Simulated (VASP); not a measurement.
**Ag: single point with r2SCAN**

Ag:

```
Ag
1.0
     0.00000    1.96138    2.20655
     1.96138    0.00000    2.20655
     1.96138    1.96138    0.00000
Ag
1
Direct
  0.00000 0.00000 0.00000
```

This cell differs from its parent crystal: strain -0.040 along x and y, +0.080 along z.

| Quantity | Value |
| --- | --- |
| Program | VASP 6.6.1 |
| Task | single point |
| Functional | r2SCAN |
| Potentials or basis | VASP PAW PBE potentials, release 64 (Ag) |
| Cutoff | 520 eV |
| k mesh | 20 × 20 × 20 |
| Occupations | gaussian, width 0.15 eV |
| Spin | no spin polarisation |

The pressure is 2.7 GPa and the band gap on the k mesh is zero (an odd number of electrons rules out a gap without spin polarisation).

Stress tensor (GPa, compression positive):
```
 4.93  0.00  0.00
 0.00  4.93  0.00
 0.00  0.00 -1.62
```

Levels at points of the mesh, in eV from the Fermi level:
```
           k point  band 3  band 4  band 5  band 6  band 7  band 8  band 9  band 10
(0.00, 0.00, 0.00)   -4.92   -4.92   -4.63   -3.79   16.82   19.28   20.92    20.92
(0.50, 0.00, 0.00)   -4.90   -3.49   -3.21   -0.37    3.75   14.82   18.43    20.14
(0.50, 0.50, 0.00)   -3.33   -3.18   -3.18    0.41    5.04   12.62   12.62    19.09
(0.50, 0.00, 0.50)   -3.45   -3.45   -2.79    2.41    7.99   10.46   10.55    17.08
```

It took 3.6 min on 1 thread of Intel(R) Xeon(R) Platinum 8488C (Sapphire Rapids), with other jobs on the host, peak memory 0.25 GiB.

Caveat: the cell differs from its parent crystal (strain -0.040 along x and y, +0.080 along z); the PAW data sets were made with another functional, which shifts forces and pressure a little.
